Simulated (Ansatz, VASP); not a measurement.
**RbIr: VASP beside Ansatz**

The input INCAR:

```
SYSTEM = RbIr
ALGO     = Normal         ! electronic algorithm
EDIFF    = 1E-7           ! SCF threshold, eV
EDIFFG   = -0.01          ! ionic threshold
ENCUT    = 500            ! plane-wave cutoff, eV
GGA      = PE             ! functional
GGA_COMPAT= .False.      
IBRION   = 2              ! ionic algorithm
ISIF     = 3              ! what is computed and relaxed
ISMEAR   = 0              ! smearing method
LASPH    = .True.         ! aspherical terms in the spheres
LCHARG   = .False.        ! write CHGCAR
LREAL    = .False.        ! projectors in reciprocal space
LWAVE    = .False.        ! write WAVECAR
NELM     = 120            ! most SCF steps
NELMIN   = 4            
NSW      = 100            ! ionic steps
PREC     = Accurate       ! precision mode
SIGMA    = 0.1            ! smearing width, eV
```

Contents of KPOINTS:

```
k-points
0
Gamma
  12 12 12
  0 0 0
```

File POSCAR:

```
RbIr
1.0
    0.0000000000      3.6478824098      3.6478824098
    3.6478824098      0.0000000000      3.6478824098
    3.6478824098      3.6478824098      0.0000000000
Rb Ir
2 2
Direct
    0.0000000000      0.0000000000      0.0000000000
    0.2500000000      0.2500000000      0.2500000000
    0.5000000000      0.5000000000      0.5000000000
    0.7500000000      0.7500000000      0.7500000000
```

Input for Ansatz:

```yaml
crystal:
  lattice:
    - [0.0, 3.6478824098, 3.6478824098]
    - [3.6478824098, 0.0, 3.6478824098]
    - [3.6478824098, 3.6478824098, 0.0]
  atoms:
    - { symbol: Rb, position: [0.0, 0.0, 0.0] }
    - { symbol: Rb, position: [0.25, 0.25, 0.25] }
    - { symbol: Ir, position: [0.5, 0.5, 0.5] }
    - { symbol: Ir, position: [0.75, 0.75, 0.75] }
basis:
  ecutwfc: 420
kpoints:
  mp_grid: { grid: [12, 12, 12] }
hamiltonian:
  xc: pbe
scf:
  occupations: { method: gaussian, width: 0.1 }
output:
  forces: true
  stress: true
  eigenvalues: true
relax:
  adjacent_minimum: "off"
  f_tol: 0.01
  max_steps: 80
  cell: { stress_tol: 0.05 }
```

Alike in both runs: task relaxation of cell and atoms; functional PBE; k mesh 12 × 12 × 12; occupations gaussian, width 0.1 eV; no spin polarisation.

|  | VASP | Ansatz |
| --- | --- | --- |
| version | VASP 6.6.1 | Ansatz 0.2.0 |
| potentials or method | VASP PAW PBE potentials, release 64 (Rb_sv, Ir), cutoff 500 eV | scalar-relativistic, plane waves, PAW |
| valence electrons in the cell | 36 | 52 |

```tsv
	VASP	Ansatz	Ansatz less VASP
gap on the k mesh at the Fermi level, each at its own relaxed structure (eV)	none	none	-
relaxed volume (Å³/atom)	24.32	24.20	-0.117
relaxed cell length with the largest relative difference (Å)	5.162	5.154	-0.0083
```

A gap of «none» marks a metal or a gap that the smearing closes. VASP's potentials hold 36 valence electrons a cell and Ansatz's 52, so a difference there can come from the potentials and not from the codes.

Spin-orbit coupling is off throughout.
